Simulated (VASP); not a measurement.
Runs of VASP 6.6.1 on TaBi (rocksalt type). The structure is that of space group Fm-3m (No. 225), or close to it. The cells are those of the table. 

```csv
task,cell,k mesh,cutoff (eV),gap on the mesh (eV),pressure (GPa)
single point,"a = 3.412 Å, angles 60.0°, 2 atoms",13 × 13 × 13,520,none,(a)
relaxation of cell and atoms,"relaxed to 200 GPa from a = 3.418 Å, angles 60.0°, 2 atoms",13 × 13 × 13,600,none,200.0
single point,"a = 4.122 Å, angles 60.0°, 2 atoms",12 × 12 × 12,520,none,0.0
relaxation of cell and atoms,"relaxed to 200 GPa from a = 3.412 Å, angles 60.0°, 2 atoms",13 × 13 × 13,600,none,200.0
single point,"a = 3.410 Å, angles 60.0°, 2 atoms",13 × 13 × 13,520,none,203.0
single point,"a = 3.418 Å, angles 60.0°, 2 atoms",13 × 13 × 13,520,none,197.7
```

Alike in all rows: level PBE; potentials or basis VASP PAW PBE potentials, release 64 (Ta_pv, Bi_d); no spin polarisation; smearing fermi-dirac 0.1 eV.

Task: Fill in the values left out.

Result: (a) 201.6.

Caveats: spin-orbit coupling is left out, which moves the levels of the heavy elements; the cell is relaxed towards a set pressure, so the enthalpy falls and the energy may rise (some runs).

A k mesh can miss the band edges, and the runs leave out spin-orbit coupling on Bi, Ta.

A gap of «none» marks levels without a gap at the run's occupations.
